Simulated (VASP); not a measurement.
# H16CO7 in VASP: notebook, part 3 of 3

VASP 6.6.1. Earlier steps stand in the parts before.

**5. Single point, PBE+D3(BJ)**

Input file INCAR:

```
SYSTEM = H16CO7
PREC = Accurate
ENCUT = 520
EDIFF = 1E-6
ISMEAR = -1
SIGMA = 0.05
LREAL = Auto
LASPH = .True.
NELM = 60
ALGO = Normal
ISIF = 2
LWAVE = .False.
LCHARG = .False.
GGA = PE
IVDW = 12
NBANDS = 49
```

Input file KPOINTS:

```
Automatic mesh
0
Gamma
  1 1 1
  0 0 0
```

Input file POSCAR:

```
H16CO7
1.0
    6.2743050000      0.0000000000      0.0000000000
    0.0000000000      6.2743050000      0.0000000000
    0.0000000000      0.0000000000      6.2743050000
O H C
7 16 1
Direct
    0.0258674068      0.7285587806      0.2516135253
    0.1625518683      0.5943925263      0.8374951489
    0.9326451296      0.1240774875      0.2751221052
    0.3494570315      0.2893706952      0.2451108131
    0.5152602559      0.6279739350      0.4160460800
    0.8291914403      0.4083639543      0.6160522958
    0.5224483030      0.2158007939      0.8276773284
    0.0630508080      0.6830397948      0.1057168882
    0.1616274631      0.7094969084      0.3200673222
    0.2934508284      0.6113824559      0.7452299498
    0.0315572800      0.5471522344      0.7652481032
    0.8200430167      0.1622649839      0.1817093686
    0.9703226094     -0.0332467102      0.2551836419
    0.2043732334      0.2246145191      0.2526813727
    0.3883298628      0.2940405352      0.0887907107
    0.4786187474      0.5011072940      0.3285144729
    0.5851644126      0.7269968546      0.3225058393
    0.7233948621      0.4987484670      0.5317082928
    0.8476636058      0.2895141374      0.5158818387
    0.5062552745     -0.1058603303      0.7697426249
    0.6447088562      0.2519641618      0.7434289535
    0.2690815955      0.0107581637      0.8305780481
    0.3703358380      0.0413272864      0.5674413341
    0.4103402688      0.0393669100      0.7378665844
```

Potentials or basis: VASP PAW PBE potentials, release 64 (O, H, C).

Run with:

```console
$ cat potpaw_PBE.64/O/POTCAR potpaw_PBE.64/H/POTCAR potpaw_PBE.64/C/POTCAR > POTCAR
$ mpirun -np 1 vasp_gam > vasp.out
```

OUTCAR:

```text
SYSTEM = H16CO7
   PREC = Accurate
   ENCUT = 520
   EDIFF = 1E-6
   ISMEAR = -1
   LREAL = Auto
   LASPH = .True.
   NELM = 60
   ISIF = 2
   GGA = PE
   IVDW = 12
 IVDW          = 12

 ion  position               nearest neighbor table
   1  0.026  0.729  0.252-   9 0.96   8 0.99
   2  0.163  0.594  0.837-  11 0.98  10 1.01
   3  0.933  0.124  0.275-  12 0.95  13 1.02
   4  0.349  0.289  0.245-  14 1.00  15 1.01
[... 287 lines left out ...]
  -------------------------------------------------------------------------------------
  Total      -0.54266     1.64632    -0.08478     0.14546    -0.36171     0.40435
  in kB      -3.52001    10.67896    -0.54990     0.94353    -2.34626     2.62283
  external pressure =        2.20 kB  Pullay stress =        0.00 kB

 VOLUME and BASIS-vectors are now :
 -----------------------------------------------------------------------------
  energy-cutoff  :      520.00
  volume of cell :      247.00
      direct lattice vectors                 reciprocal lattice vectors
     6.274305000  0.000000000  0.000000000     0.159380202  0.000000000  0.000000000
     0.000000000  6.274305000  0.000000000     0.000000000  0.159380202  0.000000000
     0.000000000  0.000000000  6.274305000     0.000000000  0.000000000  0.159380202

 POSITION                                       TOTAL-FORCE (eV/Angst)
 -----------------------------------------------------------------------------------
      0.16230      4.57120      1.57870        -0.183755     -0.002445     -0.697486
      1.01990      3.72940      5.25470         1.151182      0.574286      0.355070
      5.85170      0.77850      1.72620         0.951463     -0.280231      1.013981
      2.19260      1.81560      1.53790         0.222071     -0.248871     -1.338561
      3.23290      3.94010      2.61040        -0.001988     -0.035524      0.416950
      5.20260      2.56220      3.86530        -0.849140      0.308001     -0.613291
[... 16 lines left out ...]
      2.32360      0.25930      3.56030         0.179470      0.591831     -0.054250
      2.57460      0.24700      4.62960         0.903807     -0.954999      0.671582
 -----------------------------------------------------------------------------------
    total drift:                                0.012112     -0.008031      0.002617

  FREE ENERGIE OF THE ION-ELECTRON SYSTEM (eV)
  ---------------------------------------------------
  free  energy   TOTEN  =      -118.6996311213 eV

  energy  without entropy=     -118.6996311213  energy(sigma->0) =     -118.69963112
```

OSZICAR:

```text
N       E                     dE             d eps       ncg     rms          rms(c)
DAV:   1     0.434603418422E+03    0.43460E+03   -0.33772E+04    98   0.117E+03
DAV:   2    -0.842635155024E+02   -0.51887E+03   -0.49509E+03   131   0.280E+02
DAV:   3    -0.129127857064E+03   -0.44864E+02   -0.44621E+02   124   0.874E+01
DAV:   4    -0.129797524666E+03   -0.66967E+00   -0.66853E+00   124   0.117E+01
DAV:   5    -0.129808026866E+03   -0.10502E-01   -0.10491E-01   116   0.142E+00    0.206E+01
DAV:   6    -0.118605358247E+03    0.11203E+02   -0.31292E+01   124   0.243E+01    0.816E+00
DAV:   7    -0.118117702639E+03    0.48766E+00   -0.16310E+00   124   0.518E+00    0.501E+00
DAV:   8    -0.117899261364E+03    0.21844E+00   -0.48295E-01   124   0.388E+00    0.704E-01
DAV:   9    -0.117896051177E+03    0.32102E-02   -0.73822E-02   124   0.136E+00    0.349E-01
DAV:  10    -0.117900985204E+03   -0.49340E-02   -0.15516E-02   116   0.552E-01    0.181E-01
DAV:  11    -0.117900755891E+03    0.22931E-03   -0.15983E-03   116   0.213E-01    0.105E-01
DAV:  12    -0.117900887240E+03   -0.13135E-03   -0.15808E-03   116   0.194E-01    0.467E-02
DAV:  13    -0.117900841122E+03    0.46118E-04   -0.20023E-04   124   0.770E-02    0.208E-02
DAV:  14    -0.117900828455E+03    0.12666E-04   -0.57881E-05   116   0.347E-02    0.897E-03
DAV:  15    -0.117900827184E+03    0.12713E-05   -0.45191E-06   116   0.138E-02    0.509E-03
DAV:  16    -0.117900827219E+03   -0.34854E-07   -0.24918E-06   108   0.798E-03
   1 F= -.11869963E+03 E0= -.11869963E+03  d E =-.550656E-10
```

stdout:

```text
POSCAR found type information on POSCAR O H C
 POSCAR found :  3 types and      24 ions
 scaLAPACK will be used
 LDA part: xc-table for (Slater+PW92), standard interpolation
 POSCAR, INCAR and KPOINTS ok, starting setup
 FFT: planning ... GRIDC
 FFT: planning ... GRID_SOFT
 FFT: planning ... GRID
 WAVECAR not read
 entering main loop
```

Wall time 21 s (1 thread of Intel Xeon Platinum 8488C (Sapphire Rapids), shared host); peak memory 0.3 GiB.

Results:

| Item | Value |
| --- | --- |
| Free energy | -118.6996 eV |
| Pressure | 0.2 GPa |
| Largest force | 1.977 eV/Å |
| Band gap on the k mesh | 4.23 eV |
| Dispersion energy per atom | -0.033 eV |

Forces on the atoms (eV/Å):
```
O   -0.184 -0.002 -0.697
O    1.151  0.574  0.355
O    0.951 -0.280  1.014
O    0.222 -0.249 -1.339
O   -0.002 -0.036  0.417
O   -0.849  0.308 -0.613
O   -1.682 -0.375  0.738
H   -0.011 -0.066 -0.402
H    0.614 -0.183  0.743
H   -1.834 -0.476  0.566
H    0.549 -0.321 -0.882
H   -0.822  0.144 -0.964
H   -0.387  0.287  0.067
H    0.193  0.532 -0.048
H   -0.293 -0.257  0.875
H   -0.719 -0.311  0.066
H    0.365  0.486 -0.315
H    0.454 -0.057  0.764
H    0.838 -0.235 -0.243
H    0.047 -0.092 -0.315
H    1.127  0.725 -0.665
H   -0.812  0.248  0.262
H    0.179  0.592 -0.054
C    0.904 -0.955  0.672
```

Caveat: the k points lie up to 1.00 Å⁻¹ apart.

**6. Single point, PBE+D3(BJ)**

Input file INCAR:

```
PREC = Accurate
ENCUT = 520
EDIFF = 1E-6
ISMEAR = -1
SIGMA = 0.05
LREAL = Auto
LASPH = True
NELM = 80
ALGO = Normal
ISIF = 2
LWAVE = False
LCHARG = True
GGA = PE
IVDW = 12
LELF = True
LVHAR = True
NBANDS = 49
```

Input file KPOINTS:

```
Automatic mesh
0
Gamma
  1 1 1
```

Input file POSCAR:

```
H16CO7
1.0
    6.2743050000      0.0000000000      0.0000000000
    0.0000000000      6.2743050000      0.0000000000
    0.0000000000      0.0000000000      6.2743050000
O H C
7 16 1
Direct
    0.0667165527      0.7484972439      0.2115453425
    0.1735012882      0.5321704954      0.8624859646
    0.8660560811      0.1093348188      0.2114178383
    0.3073169060      0.2653999128      0.2610807093
    0.4720841591      0.6281811292      0.4752398871
    0.8396149056      0.4141335176      0.5852441027
    0.6030787474      0.2207415801      0.8712996898
    0.1080597771      0.6588936942      0.0817620438
   -0.0392872199      0.6554988959      0.2870756203
    0.2809394825      0.6096292737      0.7679575666
    0.0575521910      0.4869862080      0.7691051041
    0.7790663667      0.1049359252      0.0850771520
    0.9394984783     -0.0319238545      0.2165817569
    0.1618665334      0.2617660442      0.2178886745
    0.3937009756      0.2573671506      0.1271854014
    0.3892702060      0.5228945676      0.3885529951
    0.3744159712      0.7513342115      0.4786346854
    0.7174818566      0.5120248378      0.5531130540
    0.8686539784      0.3486760685      0.4431407144
    0.4739967215     -0.0636883288      0.7479553512
    0.6892556227      0.3002404250      0.7695673067
    0.2922236009      0.1447650377      0.7735836878
    0.4843564347      0.1636515917      0.5668675654
    0.4549189113      0.1100679677      0.7298338222
```

Potentials or basis: VASP PAW PBE potentials, release 64 (O, H, C).

Run with:

```console
$ cat potpaw_PBE.64/O/POTCAR potpaw_PBE.64/H/POTCAR potpaw_PBE.64/C/POTCAR > POTCAR
$ mpirun -np 1 vasp_gam > vasp.out
```

Wall time 22 s (1 thread of Intel Xeon Platinum 8488C (Sapphire Rapids), shared host); peak memory 0.3 GiB.

It converged, with:

```yaml
Free_energy: -118.8477 eV
Pressure: -0.7 GPa
Largest_force: 1.990 eV/Å
Band_gap_on_the_k_mesh: 4.47 eV
Dispersion_energy_per_atom: -0.034 eV
```

Forces on the atoms (eV/Å):
```
O   -0.634 -1.607  0.456
O    1.406  1.026 -0.509
O    0.572  0.343  0.948
O    1.935  0.387 -0.255
O   -0.895  0.156  0.000
O   -0.149  0.625 -1.174
O   -1.224 -0.880  0.213
H   -0.118  0.554  0.226
H    0.884  0.769 -0.483
H   -1.134 -1.142  0.908
H   -0.294  0.013 -0.468
H   -0.612  0.317 -0.738
H    0.080  0.243 -0.135
H   -1.342 -0.336 -0.528
H   -0.471  0.179  0.693
H    0.310 -0.195  0.070
H    0.627 -0.170 -0.319
H    0.219  0.012  0.110
H   -0.190 -0.492  0.667
H    0.315  0.047 -0.099
H    0.764  0.261 -0.092
H   -0.629  0.387  0.196
H   -0.105 -0.298 -0.165
C    0.684 -0.199  0.480
```

Stress tensor (GPa, compression positive):
```
-0.34 -0.78  1.20
-0.78 -0.58 -0.61
 1.20 -0.61 -1.25
```

Levels at points of the mesh, in eV from the valence-band top:
```csv
k point,band 29,band 30,band 31,band 32,band 33,band 34
"(0.00, 0.00, 0.00)",-0.64,-0.22,0.00,4.47,6.99,7.60
```

Caveat: the k points lie up to 1.00 Å⁻¹ apart.
